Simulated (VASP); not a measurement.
# BaO (gw) (Fm-3m) in VASP: notebook

BaO (gw) is run at these levels: PBEsol; tasks: single point.

All numbers are computed with VASP 6.6.1; they aren't measurements. Logs are shortened: lines on timing, memory, paths and dates and some standing lists are left out, and cuts for length are marked.

## Step 1: The cell of the first run

The structure is cubic, space group Fm-3m (No. 225). The conventional cell has a = 5.435 Å, b = 5.435 Å, c = 5.435 Å, α = 90.00°, β = 90.00°, γ = 90.00°. Within 3.6 Å of Ba (site symmetry m-3m) lie 6 O at 2.72 Å. O (site symmetry m-3m) has 6 Ba at 2.72 Å within 3.6 Å.

## Step 2: Single point, PBEsol

INCAR reads:

```
ALGO = Normal ; EDIFF = 1E-6
ENCUT = 600 ; GGA = PS
GGA_COMPAT = False ; ISIF = 2
ISMEAR = 0 ; LASPH = True
LCHARG = False ; LREAL = False
LWAVE = False ; NBANDS = 15
NELM = 120 ; PREC = Accurate
SIGMA = 0.01
```

KPOINTS reads:

```
k-points
0
Gamma
  4 4 4
```

POSCAR reads:

```
BaO
1.0
    0.0000000000      2.7176118870      2.7176118870
    2.7176118870      0.0000000000      2.7176118870
    2.7176118870      2.7176118870      0.0000000000
Ba O
1 1
Direct
    0.0000000000      0.0000000000      0.0000000000
    0.5000000000      0.5000000000      0.5000000000
```

Potentials or basis: VASP PAW PBE potentials, release 64 (Ba_sv, O).

Started as:

```sh
> cat potpaw_PBE.64/Ba_sv/POTCAR potpaw_PBE.64/O/POTCAR > POTCAR
> mpirun -np 1 vasp_std > vasp.out
```

OUTCAR:

```text
EDIFF = 1E-6
   ENCUT = 600
   GGA = PS
   ISIF = 2
   ISMEAR = 0
   LASPH = True
   LREAL = False
   NELM = 120
   PREC = Accurate

 ion  position               nearest neighbor table
   1  0.000  0.000  0.000-   2 2.72   2 2.72   2 2.72   2 2.72   2 2.72   2 2.72
   2  0.500  0.500  0.500-   1 2.72   1 2.72   1 2.72   1 2.72   1 2.72   1 2.72

  LATTYP: Found a face centered cubic cell.
 ALAT       =     5.4352237740

  Lattice vectors:

 A1 = (   0.0000000000,   2.7176118870,   2.7176118870)
 A2 = (   2.7176118870,   0.0000000000,   2.7176118870)
 A3 = (   2.7176118870,   2.7176118870,   0.0000000000)

Analysis of symmetry for initial positions (statically):
=====================================================================
 Subroutine PRICEL returns:
 Original cell was already a primitive cell.

 Routine SETGRP: Setting up the symmetry group for a
 face centered cubic supercell.

 Subroutine GETGRP returns: Found 48 space group operations
 (whereof 48 operations were pure point group operations)
 out of a pool of 48 trial point group operations.

The static configuration has the point symmetry O_h .

Analysis of symmetry for dynamics (positions and initial velocities):
=====================================================================
 Subroutine PRICEL returns:
 Original cell was already a primitive cell.

 Routine SETGRP: Setting up the symmetry group for a
 face centered cubic supercell.

 Subroutine GETGRP returns: Found 48 space group operations
 (whereof 48 operations were pure point group operations)
 out of a pool of 48 trial point group operations.

The dynamic configuration has the point symmetry O_h .

 Subroutine INISYM returns: Found 48 space group operations
 (whereof 48 operations are pure point group operations),
 and found     1 'primitive' translations

----------------------------------------------------------------------------------------

                                     Primitive cell

  volume of cell :      40.1414

  direct lattice vectors                    reciprocal lattice vectors
     0.000000000  2.717611887  2.717611887    -0.183985065  0.183985065  0.183985065
     2.717611887  0.000000000  2.717611887     0.183985065 -0.183985065  0.183985065
     2.717611887  2.717611887  0.000000000     0.183985065  0.183985065 -0.183985065

  length of vectors
     3.843283588  3.843283588  3.843283588     0.318671481  0.318671481  0.318671481

  position of ions in fractional coordinates (direct lattice)
     0.000000000  0.000000000  0.000000000
     0.500000000  0.500000000  0.500000000

  ion indices of the primitive-cell ions
   primitive index   ion index
                 1           1
                 2           2

----------------------------------------------------------------------------------------

 KPOINTS: k-points

Automatic generation of k-mesh.
 Grid dimensions read from file:
 generate k-points for:    4    4    4

 Generating k-lattice:

  Cartesian coordinates                     Fractional coordinates (reciprocal lattice)
    -0.045996266  0.045996266  0.045996266     0.250000000  0.000000000  0.000000000
     0.045996266 -0.045996266  0.045996266     0.000000000  0.250000000  0.000000000
     0.045996266  0.045996266 -0.045996266     0.000000000  0.000000000  0.250000000

  Length of vectors
     0.079667870  0.079667870  0.079667870

  Shift w.r.t. Gamma in fractional coordinates (k-lattice)
     0.000000000  0.000000000  0.000000000

 Subroutine IBZKPT returns following result:
 ===========================================

 Found      8 irreducible k-points:

 Following reciprocal coordinates:
            Coordinates               Weight
  0.000000  0.000000  0.000000      1.000000
  0.250000  0.000000  0.000000      8.000000
  0.500000  0.000000  0.000000      4.000000
  0.250000  0.250000  0.000000      6.000000
  0.500000  0.250000  0.000000     24.000000
 -0.250000  0.250000  0.000000     12.000000
  0.500000  0.500000  0.000000      3.000000
 -0.250000  0.500000  0.250000      6.000000
   k-points           NKPTS =      8   k-points in BZ     NKDIM =      8   number of bands    NBANDS=     15
   number of dos      NEDOS =    301   number of ions     NIONS =      2
   total plane-waves  NPLWV =  32768
   dimension x,y,z NGX =    32 NGY =   32 NGZ =   32
   dimension x,y,z NGXF=    64 NGYF=   64 NGZF=   64
   ions per type =               1   1
   NGX,Y,Z   is equivalent  to a cutoff of  13.84, 13.84, 13.84 a.u.
   NGXF,Y,Z  is equivalent  to a cutoff of  27.68, 27.68, 27.68 a.u.
 SYSTEM =  unknown system
   PREC   = accura    normal or accurate (medium, high low for compatibility)
   ISTART =      0    job   : 0-new  1-cont  2-samecut
   ICHARG =      2    charge: 1-file 2-atom 10-const
   ISPIN  =      1    spin polarized calculation?
   LNONCOLLINEAR =      F non collinear calculations
   LSORBIT =      F    spin-orbit coupling
   LASPH  =      T    aspherical Exc in radial PAW
   ENCUT  =  600.0 eV  44.10 Ry    6.64 a.u.   7.68  7.68  7.68*2*pi/ulx,y,z
   NELM   =    120;   NELMIN=  2; NELMDL= -5     # of ELM steps
   EDIFF  = 0.1E-05   stopping-criterion for ELM
   LREAL  =      F    real-space projection
   EDIFFG = 0.1E-04   stopping-criterion for IOM
   NSW    =      0    number of steps for IOM
   IBRION =     -1    ionic relax: 0-MD 1-quasi-New 2-CG
   NFREE  =      0    steps in history (QN), initial steepest desc. (CG)
   ISIF   =      2    stress and relaxation
   ISYM   =      2    0-nonsym 1-usesym 2-fastsym
   POTIM  = 0.5000    time-step for ionic-motion
   TEBEG  =    0.0;   TEEND  =   0.0 temperature during run
   PSTRESS=    0.0 pullay stress
   NELECT =      16.0000    total number of electrons
   NUPDOWN=      -1.0000    fix difference up-down
   EMIN   =  10.00;   EMAX   =-10.00  energy-range for DOS
   EFERMI =   0.00;   METHOD = LEGACY
   ISMEAR =     0;   SIGMA  =   0.01  broadening in eV -4-tet -1-fermi 0-gaus
   EFERMI_NEDOS =   21; number of points for ismear=-14 and -15
   IALGO  =     38    algorithm
   IMIX   =      4    mixing-type and parameters
     AMIX     =   0.40;   BMIX     =  1.00
     AMIX_MAG =   1.60;   BMIX_MAG =  1.00
  volume/ion in A,a.u.               =      20.07       135.44
  Fermi-wavevector in a.u.,A,eV,Ry     =   1.204807  2.276755 19.749663  1.451559
  Thomas-Fermi vector in A             =   2.340521
   LORBIT       =      0    0 simple, 1 ext, 2 COOP (PROOUT), +10 PAW based schemes
   GGA     = PS    functional components
   LHFCALC =     F    Hartree Fock is set to
   AEXX    =    0.0000 exact exchange contribution
   IVDW    =     0    specifies the selected vdW correction
   LEPSILON=     F    determine dielectric tensor
   LRPA    =     F    only Hartree local field effects (RPA)
 non-spin polarized calculation
 Gauss-broadening in eV      SIGMA  =   0.01
  energy-cutoff  :      600.00
  volume of cell :       40.14
 maximum number of plane-waves:      1363
 NGX is ok and might be reduce to    32
   NGX = 15   NGY = 15   NGZ = 15

 number of electron      15.9999998 magnetization

 Free energy of the ion-electron system (eV)
  ---------------------------------------------------
  ext. energy  EPLUGINS =         0.00000000
  ---------------------------------------------------
  free energy    TOTEN  =       -12.36513711 eV

  energy without entropy =      -12.36513711  energy(sigma->0) =      -12.36513711

 E-fermi :   2.2407     XC(G=0): -10.1197

 val. band max:        2.1367669988   @ k =   0.5000   0.5000   0.0000
 cond. band min:       3.7744923641   @ k =   0.5000   0.5000   0.0000
 fundamental gap:      1.6377253653
 Fermi energy:         2.2406735653

 k-point     1 :       0.0000    0.0000    0.0000
  band No.  band energies     occupation
      1     -23.7532      2.00000
      2     -12.9735      2.00000
      3      -8.1183      2.00000
      4      -8.1183      2.00000
      5      -8.1183      2.00000
      6       1.6211      2.00000
      7       1.6211      2.00000
      8       1.6211      2.00000
      9       5.7269      0.00000
     10       6.7021      0.00000
     11       6.7021      0.00000
     12       6.7021      0.00000
     13       9.1384      0.00000
     14       9.1384      0.00000
     15      11.8960      0.00000

 k-point     2 :       0.2500    0.0000    0.0000
  band No.  band energies     occupation
      1     -23.5910      2.00000
      2     -13.4262      2.00000
      3      -8.2447      2.00000
      4      -8.1875      2.00000
      5      -8.1875      2.00000
      6       0.5789      2.00000
      7       0.9147      2.00000
      8       0.9147      2.00000
      9       6.4784      0.00000
     10       7.8657      0.00000
     11       7.8657      0.00000
     12       8.0657      0.00000
     13      10.6752      0.00000
     14      10.6752      0.00000
     15      15.1973      0.00000

 k-point     3 :       0.5000    0.0000    0.0000
  band No.  band energies     occupation
      1     -23.4178      2.00000
      2     -13.8816      2.00000
      3      -8.3520      2.00000
      4      -8.2528      2.00000
      5      -8.2528      2.00000
      6      -0.1682      2.00000
      7       0.3481      2.00000
      8       0.3481      2.00000
      9       7.0299      0.00000
     10       9.4233      0.00000
     11       9.4233      0.00000
     12      10.4289      0.00000
     13      13.0786      0.00000
     14      13.0786      0.00000
     15      15.6918      0.00000
[... 55 lines left out ...]
 k-point     7 :       0.5000    0.5000    0.0000
  band No.  band energies     occupation
      1     -23.3309      2.00000
      2     -13.2198      2.00000
      3      -9.8984      2.00000
      4      -8.8238      2.00000
      5      -8.8238      2.00000
      6       1.8828      2.00000
      7       1.8828      2.00000
      8       2.1368      2.00000
      9       3.7745      0.00000
     10       8.2695      0.00000
     11      11.2687      0.00000
     12      11.6892      0.00000
     13      12.2503      0.00000
     14      12.2503      0.00000
     15      15.9477      0.00000

 k-point     8 :      -0.2500    0.5000    0.2500
  band No.  band energies     occupation
      1     -23.3231      2.00000
      2     -13.4589      2.00000
      3      -9.4031      2.00000
      4      -9.4031      2.00000
      5      -8.1841      2.00000
      6       0.5334      2.00000
      7       1.8799      2.00000
      8       1.8799      2.00000
      9       6.6219      0.00000
     10       6.6219      0.00000
     11       9.1806      0.00000
     12      12.2604      0.00000
     13      12.2768      0.00000
     14      14.3078      0.00000
     15      15.7564      0.00000

------------------------ aborting loop because EDIFF is reached ----------------------------------------

  FORCE on cell =-STRESS in cart. coord.  units (eV):
  Direction    XX          YY          ZZ          XY          YZ          ZX
  --------------------------------------------------------------------------------------
  -------------------------------------------------------------------------------------
  Total        1.1639863      1.1639863      1.1639863      0.0000000      0.0000000     -0.0000000
  in kB       46.4586040     46.4586040     46.4586040      0.0000000      0.0000000     -0.0000000
  external PRESSURE =      46.4586040 kB  Pullay stress =       0.0000000 kB

 VOLUME and BASIS-vectors are now :
 -----------------------------------------------------------------------------
  energy-cutoff  :      600.00
  volume of cell :       40.14
      direct lattice vectors                 reciprocal lattice vectors
     0.000000000  2.717611887  2.717611887    -0.183985065  0.183985065  0.183985065
     2.717611887  0.000000000  2.717611887     0.183985065 -0.183985065  0.183985065
     2.717611887  2.717611887  0.000000000     0.183985065  0.183985065 -0.183985065

 POSITION                                       TOTAL-FORCE (eV/Angst)
 -----------------------------------------------------------------------------------
      0.00000      0.00000      0.00000         0.000000      0.000000      0.000000
      2.71761      2.71761      2.71761        -0.000000     -0.000000     -0.000000
 -----------------------------------------------------------------------------------
    total drift:                                0.000000     -0.000000      0.000000

  FREE ENERGIE OF THE ION-ELECTRON SYSTEM (eV)
  ---------------------------------------------------
  free  energy   TOTEN  =       -12.3651371088 eV

  energy  without entropy=      -12.3651371088  energy(sigma->0) =      -12.36513711
```

Wall time 16 s (1 thread of Intel Xeon 8259CL, shared host); peak memory 0.17 GiB.

Results:

| Quantity | Value |
| --- | --- |
| Free energy | -12.3651 eV |
| Pressure | 4.6 GPa |
| Band gap on the k mesh | 1.64 eV, direct |

Caveat: the k points lie up to 0.50 Å⁻¹ apart; the PAW data sets were made with another functional, which shifts forces and pressure a little; spin-orbit coupling is left out, which moves the levels of the heavy elements. A k mesh can miss the band edges.

## Step 3: Single point, PBEsol

INCAR reads:

```
SYSTEM = BaO
ALGO = Normal
EDIFF = 1E-6
ENCUT = 600
GGA = PS
GGA_COMPAT = .FALSE.
ISIF = 2
ISMEAR = 0
LASPH = .TRUE.
LCHARG = .FALSE.
LREAL = .FALSE.
LWAVE = .FALSE.
NBANDS = 15
NELM = 120
PREC = Accurate
SIGMA = 0.01
```

KPOINTS reads:

```
k-points
0
G
  4 4 4
  0 0 0
```

POSCAR is that of step 2.

Potentials or basis: VASP PAW PBE potentials, release 64 (Ba_sv, O).

Started as:

```sh
> cat potpaw_PBE.64/Ba_sv/POTCAR potpaw_PBE.64/O/POTCAR > POTCAR
> mpirun -np 1 vasp_std > vasp.out
```

Run time: 14 s. Hardware: 1 thread of Intel Xeon 8259CL, shared host; peak memory 0.17 GiB.

It converged, with:

```yaml
Free_energy: -12.3651 eV
Pressure: 4.6 GPa
Band_gap_on_the_k_mesh: 1.64 eV, direct
```

Levels at points of the mesh, in eV from the valence-band top:
| k point | band 5 | band 6 | band 7 | band 8 | band 9 | band 10 | band 11 | band 12 |
| --- | --- | --- | --- | --- | --- | --- | --- | --- |
| (0.00, 0.00, 0.00) | -10.26 | -0.52 | -0.52 | -0.52 | 3.59 | 4.57 | 4.57 | 4.57 |
| (0.50, 0.00, 0.00) | -10.39 | -2.31 | -1.79 | -1.79 | 4.89 | 7.29 | 7.29 | 8.29 |
| (0.50, 0.50, 0.00) | -10.96 | -0.25 | -0.25 | 0.00 | 1.64 | 6.13 | 9.13 | 9.55 |

Caveat: the k points lie up to 0.50 Å⁻¹ apart; the PAW data sets were made with another functional, which shifts forces and pressure a little; spin-orbit coupling is left out, which moves the levels of the heavy elements. A k mesh can miss the band edges.
